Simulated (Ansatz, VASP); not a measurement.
**Two plane-wave programs on SiO2**

```
CELL_PARAMETERS angstrom
2.61239 0.00000 0.00000
-1.30619 2.26239 0.00000
0.00000 0.00000 8.76396
ATOMIC_POSITIONS crystal
Si 0.66667 0.33333 0.75000
Si 0.33333 0.66667 0.25000
O 0.33333 0.66667 0.85109
O 0.00000 0.00000 0.64891
O 0.66667 0.33333 0.14891
O 0.00000 0.00000 0.35109
```

Alike in both runs: task single point; functional PBE; dispersion D3(BJ); k mesh 6 × 6 × 2; occupations gaussian, width 0.1 eV; no spin polarisation.

|  | VASP | Ansatz |
| --- | --- | --- |
| version | VASP 6.6.1 | Ansatz 0.2.0 |
| potentials or method | VASP PAW PBE potentials, release 64 (Si, O), cutoff 520 eV | scalar-relativistic, plane waves, PAW |
| valence electrons in the cell | 32 | 32 |

|  | VASP | Ansatz | Ansatz less VASP |
| --- | --- | --- | --- |
| gap on the k mesh at the Fermi level (eV) | 7.17 | 7.19 | +0.017 |
| least direct gap on the mesh (eV) | 7.50 | 7.51 | +0.008 |
| pressure (GPa) | 26.0 | 25.3 | -0.70 |
| traceless stress, the component that is largest in VASP (GPa) | -4.58 | -3.71 | +0.870 |
| rms of the force components (eV/Å) | 0.655 | 0.649 | -0.0056 |

Atom by atom the forces differ by 0.006 eV/Å (rms over components).

The k mesh is coarse, so the values compare programs but aren't converged.
